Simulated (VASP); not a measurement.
# MgSi3N2 (R-3m) in VASP: further runs, part 2 of 2

VASP 6.6.1. The steps go on from the part before.

**4. Relaxation of cell and atoms, PBE**

This run uses another cell than the first one, of 15.03 Å³/atom.

INCAR reads:

```
  PREC = Accurate
  ENCUT = 600
  EDIFF = 1E-6
  ISMEAR = 0
  SIGMA = 0.1
  LREAL = F
  LASPH = T
  NELM = 80
  ALGO = Normal
  ISIF = 3
  LWAVE = F
  LCHARG = F
  GGA = PE
  IBRION = 2
  NSW = 90
  EDIFFG = -0.04
```

KPOINTS reads:

```
regular mesh
0
Gamma
  6 6 6
```

POSCAR reads:

```
MgSi3N2
1.0
    2.3284655500      1.3443402100      4.8029623200
   -2.3284655500      1.3443402100      4.8029623200
    0.0000000000     -2.6886804200      4.8029623200
Mg Si N
1 3 2
Direct
    0.0000000000      0.0000000000      0.0000000000
    0.5000000000      0.5000000000      0.5000000000
    0.3293540000      0.3293540000      0.3293540000
    0.6706460000      0.6706460000      0.6706460000
    0.7777343600      0.7777343600      0.7777343600
    0.2222656400      0.2222656400      0.2222656400
```

Command:

```
cat potpaw_PBE.64/Mg/POTCAR potpaw_PBE.64/Si/POTCAR potpaw_PBE.64/N/POTCAR > POTCAR
mpirun -np 1 vasp_std > vasp.out
```

Wall time 43 min (1 thread of Intel Xeon 8259CL, shared host); peak memory 0.39 GiB.

The run converged. Its results:

```yaml
Free_energy: -30.8429 eV
Relaxed_volume: 13.46 Å³/atom
Relaxed_cell: a = 4.957 Å, b = 4.957 Å, c = 4.957 Å, α = 57.30°, β = 57.30°, γ = 57.30°
Space_group_after_relaxing_to_0.1_Å: R-3m (No. 166)
Energy_gained_by_relaxing: 486.7 meV/atom
Ionic_steps: 34
Pressure_after_relaxing: 0.0 GPa
Largest_force_after_relaxing: 0.029 eV/Å
Band_gap_on_the_k_mesh: zero (bands 12 and 13 overlap by 1.44 eV)
```

Forces in eV/Å, atoms in the order of the input:
```
Mg   0.000  0.000  0.000
Si   0.000  0.000  0.000
Si   0.000  0.000  0.022
Si   0.000  0.000 -0.022
N    0.000  0.000  0.029
N    0.000  0.000 -0.029
```

Stress tensor (GPa, compression positive):
```
 0.09  0.00  0.00
 0.00  0.09  0.00
 0.00  0.00 -0.05
```

The path:
```
step  energy change (eV)  largest force (eV/Å)  pressure (GPa)  volume (Å³)
   1              0.0000                6.4218           10.82        90.21
   2              2.2393                2.2855          -14.84       103.68
   3              1.1254                3.1220          -13.42        99.68
   4              0.0603                3.1761          -10.64        96.35
   5             -0.6681                1.7916           -4.89        93.27
   6             -0.7246                1.4855            0.10        91.74
   7             -0.7408                0.7994           -1.91        92.28
   8             -0.7413                0.8544           -1.64        92.20
   9             -0.8630                0.9958           -1.40        90.68
  10             -1.2515                1.3093           -0.36        86.21
  11             -1.9756                1.4255            3.57        77.67
  12             -1.3041                1.1784           33.56        62.21
  13             -2.0843                1.9963            8.21        73.93
  14             -2.2075                1.4660           16.51        67.92
  15             -2.2365                1.7675           13.43        69.69
  16             -2.2857                1.4662           12.92        69.60
  17             -2.3846                0.5876           11.75        69.33
  18             -2.3590                1.1908           11.06        68.79
  19             -2.4114                0.0751           11.19        69.12
  20             -2.4686                0.0814            9.95        69.77
  21             -2.6097                0.1760            6.58        71.75
  22             -2.7769                0.4370            1.13        75.81
  23             -2.7635                1.0075           -6.02        84.30
  24             -2.8204                0.7155           -2.96        79.95
  25             -2.8668                0.4193           -0.87        80.06
  26             -2.8686                0.6081           -0.33        80.08
  27             -2.8805                0.4893           -0.21        79.99
  28             -2.8979                0.3682            0.32        79.72
  29             -2.9059                0.2827            0.36        79.83
  30             -2.9186                0.0338            0.58        80.18
  31             -2.9191                0.0326            0.66        80.26
  32             -2.9182                0.2135           -0.61        80.89
  33             -2.9199                0.0754            0.12        80.52
  34             -2.9202                0.0291            0.04        80.75
```

Final structure:
```xyz
6
Lattice="2.3763 1.3720 4.1278 -2.3763 1.3720 4.1278 0.0000 -2.7439 4.1278" Properties=species:S:1:pos:R:3 pbc="T T T"
Mg    0.0000    0.0000    0.0000
Si    0.0000    0.0000    6.1917
Si    0.0000    0.0000    3.6826
Si    0.0000    0.0000    8.7008
N     0.0000    0.0000   10.3705
N     0.0000    0.0000    2.0129
```

Levels at points of the mesh, in eV from the Fermi level:
```tsv
k point	band 8	band 9	band 10	band 11	band 12	band 13	band 14	band 15	band 16
(0.00, 0.00, 0.00)	-3.91	-3.01	-2.58	-2.58	-0.75	-0.75	0.20	0.20	3.59
(0.50, 0.00, 0.00)	-3.16	-2.29	-2.26	-1.31	-0.25	0.16	2.36	2.51	3.46
(0.50, 0.50, 0.00)	-2.38	-1.73	-1.32	-0.53	0.07	1.12	1.21	3.43	3.77
(0.50, 0.50, 0.50)	-3.89	-3.89	-3.24	0.26	0.62	0.62	2.02	2.02	3.06
```

**5. Single point, PBE, collinear spin, ferromagnetic start**

INCAR reads:

```
SYSTEM = MgSi3N2
PREC     = Accurate       ! precision mode
ENCUT    = 520            ! plane-wave cutoff, eV
EDIFF    = 1E-7           ! SCF threshold, eV
ISMEAR   = 0              ! smearing method
SIGMA    = 0.1            ! smearing width, eV
LREAL    = .False.        ! projectors in reciprocal space
LASPH    = .True.         ! aspherical terms in the spheres
NELM     = 150            ! most SCF steps
ALGO     = Normal         ! electronic algorithm
ISIF     = 2              ! what is computed and relaxed
LWAVE    = .False.        ! write WAVECAR
LCHARG   = .False.        ! write CHGCAR
ISPIN    = 2              ! spin polarisation
MAGMOM   = 0 0 0 0 1 1    ! initial moments
LORBIT   = 11             ! projections on sites
GGA      = PE             ! functional
NBANDS   = 25             ! bands
```

KPOINTS reads:

```
regular mesh
0
Gamma
  6 6 6
  0 0 0
```

POSCAR reads:

```
MgSi3N2
1.0
    2.3840152915      1.3764118703      4.1280547228
   -2.3840152915      1.3764118703      4.1280547228
    0.0000000000     -2.7528237406      4.1280547228
Mg Si N
1 3 2
Direct
    0.0000000000      0.0000000000      0.0000000000
    0.5000000000      0.5000000000      0.5000000000
    0.2969428866      0.2969428866      0.2969428866
    0.7030571134      0.7030571134      0.7030571134
    0.8376864539      0.8376864539      0.8376864539
    0.1623135461      0.1623135461      0.1623135461
```

Command:

```
cat potpaw_PBE.64/Mg/POTCAR potpaw_PBE.64/Si/POTCAR potpaw_PBE.64/N/POTCAR > POTCAR
mpirun -np 1 vasp_std > vasp.out
```

Run time: 4.8 min. Hardware: 1 thread of Intel Xeon 8259CL, shared host; peak memory 0.34 GiB.

It converged, with:

```
Free energy                                           : -30.8330 eV
Pressure                                              : -0.1 GPa
Largest force                                         : 0.060 eV/Å
Band gap on the k mesh                                : zero (filled and empty bands overlap)
Net moment                                            : 0.00 μB per cell
Valence electrons inside the program's atomic spheres : Mg 0.42; Si 1.42, 1.65 (each value once); N 3.67
```

Forces in eV/Å, atoms in the order of the input:
```
Mg   0.000  0.000  0.000
Si   0.000  0.000  0.000
Si   0.000  0.000  0.060
Si   0.000  0.000 -0.060
N    0.000  0.000  0.053
N    0.000  0.000 -0.053
```

Stress tensor (GPa, compression positive):
```
-0.22  0.00  0.00
 0.00 -0.22  0.00
 0.00  0.00  0.13
```

Levels at points of the mesh, in eV from the Fermi level:
Spin up:
```
           k point  band 8  band 9  band 10  band 11  band 12  band 13  band 14  band 15  band 16  band 17
(0.00, 0.00, 0.00)   -3.90   -3.02    -2.57    -2.57    -0.72    -0.72     0.21     0.21     3.54     3.84
(0.50, 0.00, 0.00)   -3.12   -2.29    -2.25    -1.33    -0.27     0.18     2.33     2.49     3.43     5.45
(0.50, 0.50, 0.00)   -2.39   -1.74    -1.31    -0.54     0.10     1.10     1.20     3.41     3.74     3.93
(0.50, 0.50, 0.50)   -3.87   -3.87    -3.24     0.20     0.63     0.63     2.05     2.05     3.07     3.93
```
Spin down:
```csv
k point,band 10,band 11,band 12,band 13,band 14,band 15
"(0.00, 0.00, 0.00)",-2.57,-2.57,-0.72,-0.72,0.21,0.21
"(0.50, 0.00, 0.00)",-2.25,-1.33,-0.27,0.18,2.33,2.49
"(0.50, 0.50, 0.00)",-1.31,-0.54,0.10,1.10,1.20,3.41
"(0.50, 0.50, 0.50)",-3.24,0.20,0.63,0.63,2.05,2.05
```

**6. Single point, PBE**

This run uses another cell than the first one, of 13.60 Å³/atom.

INCAR reads:

```
PREC = Accurate
ENCUT = 520
EDIFF = 1E-7
ISMEAR = 0
SIGMA = 0.1
LREAL = False
LASPH = True
NELM = 100
ALGO = Normal
ISIF = 2
LWAVE = False
LCHARG = True
GGA = PE
LELF = True
LVHAR = True
NBANDS = 21
```

KPOINTS reads:

```
Automatic mesh
0
Gamma
  12 12 12
```

POSCAR reads:

```
MgSi3N2
1.0
    2.3885671757      1.3790399019      4.1295770006
   -2.3885671757      1.3790399019      4.1295770006
    0.0000000000     -2.7580798037      4.1295770006
Mg Si N
1 3 2
Direct
    0.0000000000      0.0000000000      0.0000000000
    0.5000000000      0.5000000000      0.5000000000
    0.2968976210      0.2968976210      0.2968976210
    0.7031023790      0.7031023790      0.7031023790
    0.8376554143      0.8376554143      0.8376554143
    0.1623445857      0.1623445857      0.1623445857
```

Potentials or basis: VASP PAW PBE potentials, release 64 (Mg, Si, N).

Command:

```
cat potpaw_PBE.64/Mg/POTCAR potpaw_PBE.64/Si/POTCAR potpaw_PBE.64/N/POTCAR > POTCAR
mpirun -np 1 vasp_std > vasp.out
```

It took 9.2 min on 1 thread of Intel Xeon 8259CL, shared host; peak memory 0.46 GiB.

Results (log left out):

| Property | Result |
| --- | --- |
| Free energy | -30.8264 eV |
| Pressure | -0.1 GPa |
| Largest force | 0.050 eV/Å |
| Band gap on the k mesh | zero (bands 12 and 13 overlap by 1.44 eV) |

Forces in eV/Å, atoms in the order of the input:
```
Mg   0.000  0.000  0.000
Si   0.000  0.000  0.000
Si   0.000  0.000  0.045
Si   0.000  0.000 -0.045
N    0.000  0.000  0.050
N    0.000  0.000 -0.050
```

Stress tensor (GPa, compression positive):
```
-0.14  0.00  0.00
 0.00 -0.14  0.00
 0.00  0.00  0.11
```

Levels at points of the mesh, in eV from the Fermi level:
```tsv
k point	band 9	band 10	band 11	band 12	band 13	band 14	band 15	band 16
(0.00, 0.00, 0.00)	-2.99	-2.53	-2.53	-0.68	-0.68	0.24	0.24	3.55
(0.50, 0.00, 0.00)	-2.26	-2.21	-1.32	-0.25	0.21	2.34	2.51	3.44
(0.50, 0.50, 0.00)	-1.72	-1.28	-0.53	0.14	1.12	1.22	3.43	3.76
(0.50, 0.50, 0.50)	-3.83	-3.21	0.22	0.66	0.66	2.08	2.08	3.10
```

**7. Single point, PBE, collinear spin, ferromagnetic start**

This run uses another cell than the first one, of 15.03 Å³/atom.

INCAR reads:

```
PREC = Accurate
ENCUT = 520
EDIFF = 1E-6
ISMEAR = 0
SIGMA = 0.1
LREAL = False
LASPH = True
NELM = 150
ALGO = Normal
ISIF = 2
LWAVE = False
LCHARG = True
ISPIN = 2
MAGMOM = 0 0 0 0 1 1
LORBIT = 11
GGA = PE
LELF = True
LVHAR = True
NBANDS = 25
```

KPOINTS reads:

```
regular mesh
0
Gamma
  6 6 6
```

POSCAR reads:

```
MgSi3N2
1.0
    2.3284655500      1.3443402100      4.8029623200
   -2.3284655500      1.3443402100      4.8029623200
    0.0000000000     -2.6886804200      4.8029623200
Mg Si N
1 3 2
Direct
    0.0000000000      0.0000000000      0.0000000000
    0.5000000000      0.5000000000      0.5000000000
    0.3293540000      0.3293540000      0.3293540000
    0.6706460000      0.6706460000      0.6706460000
    0.7777343600      0.7777343600      0.7777343600
    0.2222656400      0.2222656400      0.2222656400
```

Potentials or basis: VASP PAW PBE potentials, release 64 (Mg, Si, N).

Command:

```
cat potpaw_PBE.64/Mg/POTCAR potpaw_PBE.64/Si/POTCAR potpaw_PBE.64/N/POTCAR > POTCAR
mpirun -np 1 vasp_std > vasp.out
```

OUTCAR:

```text
PREC = Accurate
   ENCUT = 520
   EDIFF = 1E-6
   ISMEAR = 0
   LREAL = False
   LASPH = True
   NELM = 150
   ISIF = 2
   ISPIN = 2
   LORBIT = 11
   GGA = PE

 ion  position               nearest neighbor table
   1  0.000  0.000  0.000-   4 2.69   3 2.69   4 2.69   4 2.69   3 2.69   3 2.69
   2  0.500  0.500  0.500-   3 2.46   4 2.46
   3  0.329  0.329  0.329-   6 1.54   2 2.46   1 2.69   1 2.69   1 2.69   4 2.69   4 2.69   4 2.69

   4  0.671  0.671  0.671-   5 1.54   2 2.46   1 2.69   1 2.69   1 2.69   3 2.69   3 2.69   3 2.69

   5  0.778  0.778  0.778-   4 1.54
   6  0.222  0.222  0.222-   3 1.54

  LATTYP: Found a trigonal (rhomboedric) cell.
 ALAT       =     5.5043118975
 COS(alpha) =     0.6420984669

  Lattice vectors:
[... 1536 lines left out ...]
      0.00000      0.00000      0.00000        -0.000000     -0.000000     -0.000000
      0.00000      0.00000      7.20444         0.000000     -0.000000     -0.000000
      0.00000      0.00000      4.74562        -0.000000     -0.000000      4.882519
      0.00000      0.00000      9.66326        -0.000000      0.000000     -4.882519
      0.00000      0.00000     11.20629        -0.000000     -0.000000      6.420719
      0.00000      0.00000      3.20260        -0.000000      0.000000     -6.420719
 -----------------------------------------------------------------------------------
    total drift:                                0.000000      0.000000     -0.000000

  FREE ENERGIE OF THE ION-ELECTRON SYSTEM (eV)
  ---------------------------------------------------
  free  energy   TOTEN  =       -27.9199478740 eV

  energy  without entropy=      -27.9010468746  energy(sigma->0) =      -27.91049737

 total charge

# of ion       s       p       d       tot
------------------------------------------
    1        0.216   0.124   0.027   0.368
    2        0.910   0.539   0.000   1.449
    3        0.804   0.997   0.000   1.801
    4        0.804   0.997   0.000   1.801
    5        1.321   2.349   0.000   3.670
    6        1.321   2.349   0.000   3.670
--------------------------------------------------
tot          5.377   7.354   0.027  12.759

 magnetization (x)

# of ion       s       p       d       tot
------------------------------------------
    1        0.000   0.000  -0.000   0.000
    2        0.000  -0.000   0.000  -0.000
    3       -0.000   0.000   0.000  -0.000
    4       -0.000   0.000   0.000  -0.000
    5        0.000   0.000   0.000   0.000
    6        0.000   0.000   0.000   0.000
--------------------------------------------------
tot          0.000   0.000  -0.000   0.000
```

Wall time 6.2 min (1 thread of Intel Xeon 8259CL, shared host); peak memory 0.38 GiB.

What came out:

```
Free energy                                           : -27.9199 eV
Pressure                                              : 10.9 GPa
Largest force                                         : 6.421 eV/Å
Band gap on the k mesh                                : zero (filled and empty bands overlap)
Net moment                                            : 0.00 μB per cell
Valence electrons inside the program's atomic spheres : Mg 0.37; Si 1.45, 1.80 (each value once); N 3.67
```

Forces in eV/Å, atoms in the order of the input:
```
Mg   0.000  0.000  0.000
Si   0.000  0.000  0.000
Si   0.000  0.000  4.883
Si   0.000  0.000 -4.883
N    0.000  0.000  6.421
N    0.000  0.000 -6.421
```

Stress tensor (GPa, compression positive):
```
 1.97  0.00  0.00
 0.00  1.97  0.00
 0.00  0.00 28.65
```

Caveat: the cell stands under pressure; forces of over 1 eV/Å act on the atoms, so gaps and moduli don't describe the material at rest.

**8. Overview**

| task | spin | cell | k mesh | cutoff (eV) | gap on the mesh (eV) | pressure (GPa) | moment (μB) | largest force (eV/Å) |
| --- | --- | --- | --- | --- | --- | --- | --- | --- |
| single point | off | a = 4.962 Å, angles 57.4°, 6 atoms, atomic positions A | 6 × 6 × 6 | 520 | none | -0.1 | - | 0.06 |
| single point | off | a = 5.504 Å, angles 50.1°, 6 atoms, atomic positions B | 6 × 6 × 6 | 520 | none | 10.9 | - | 6.42 |
| relaxation of cell and atoms | off | relaxed from a = 5.504 Å, angles 50.1°, 6 atoms, atomic positions B | 6 × 6 × 6 | 600 | none | 0.0 | - | 0.03 |
| single point | collinear, ferromagnetic start | a = 4.962 Å, angles 57.4°, 6 atoms, atomic positions A | 6 × 6 × 6 | 520 | none | -0.1 | 0.00 | 0.06 |
| single point | off | a = 4.966 Å, angles 57.5°, 6 atoms, atomic positions A | 12 × 12 × 12 | 520 | none | -0.1 | - | 0.05 |
| single point | collinear, ferromagnetic start | a = 5.504 Å, angles 50.1°, 6 atoms, atomic positions B | 6 × 6 × 6 | 520 | none | 10.9 | 0.00 | 6.42 |

Alike in all rows: level PBE; potentials or basis VASP PAW PBE potentials, release 64 (Mg, Si, N); smearing gaussian 0.1 eV.

Caveats: the cell stands under pressure (at least some runs); forces of over 1 eV/Å act on the atoms, so gaps and moduli don't describe the material at rest (at least some runs).

Total energies depend on the potentials used, so only differences within one code and one set of settings carry meaning.
